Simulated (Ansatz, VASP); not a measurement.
## Sc2W: VASP beside Ansatz

The input INCAR:

```
  PREC = Accurate
  ENCUT = 600
  EDIFF = 1E-6
  ISMEAR = 0
  SIGMA = 0.1
  LREAL = F
  LASPH = T
  NELM = 100
  ALGO = Normal
  ISIF = 3
  LWAVE = F
  LCHARG = F
  GGA = PE
  IBRION = 2
  NSW = 100
  EDIFFG = -0.05
```

File KPOINTS:

```
Automatic mesh
0
Gamma
  6 6 6
```

File POSCAR:

```
Sc2W
1.0
    4.2792504977      0.0000000000      0.0000000000
   -2.1396252488      3.7059396401      0.0000000000
    0.0000000000      0.0000000000      4.3217575758
Sc W
2 1
Direct
    0.3333333333      0.6666666667      0.5000000000
    0.6666666667      0.3333333333      0.5000000000
    0.0000000000      0.0000000000      0.0000000000
```

Input for Ansatz:

```yaml
crystal:
  lattice:
    - [4.2792504977, 0.0, 0.0]
    - [-2.1396252488, 3.7059396401, 0.0]
    - [0.0, 0.0, 4.3217575758]
  atoms:
    - { symbol: Sc, position: [0.3333333333, 0.6666666667, 0.5] }
    - { symbol: Sc, position: [0.6666666667, 0.3333333333, 0.5] }
    - { symbol: W, position: [0.0, 0.0, 0.0] }
basis:
  ecutwfc: 420
kpoints:
  mp_grid: { grid: [6, 6, 6] }
hamiltonian:
  xc: pbe
scf:
  occupations: { method: gaussian, width: 0.1 }
output:
  forces: true
  stress: true
  eigenvalues: true
relax:
  adjacent_minimum: "off"
  f_tol: 0.05
  max_steps: 80
  cell: { stress_tol: 0.5 }
```

Alike in both runs: task relaxation of cell and atoms; functional PBE; k mesh 6 × 6 × 6; occupations gaussian, width 0.1 eV; no spin polarisation.

|  | VASP | Ansatz |
| --- | --- | --- |
| version | VASP 6.6.1 | Ansatz 0.2.0 |
| potentials or method | VASP PAW PBE potentials, release 64 (Sc_sv, W_sv), cutoff 600 eV | scalar-relativistic, plane waves, PAW |
| valence electrons in the cell | 36 | 36 |

```tsv
	VASP	Ansatz	Ansatz less VASP
gap on the k mesh at the Fermi level, each at its own relaxed structure (eV)	none	none	-
relaxed volume (Å³/atom)	19.48	19.41	-0.072
relaxed cell length with the largest relative difference (Å)	4.881	4.868	-0.0128
```

A gap of «none» marks a metal or a gap that the smearing closes.

Neither program's run includes spin-orbit coupling.
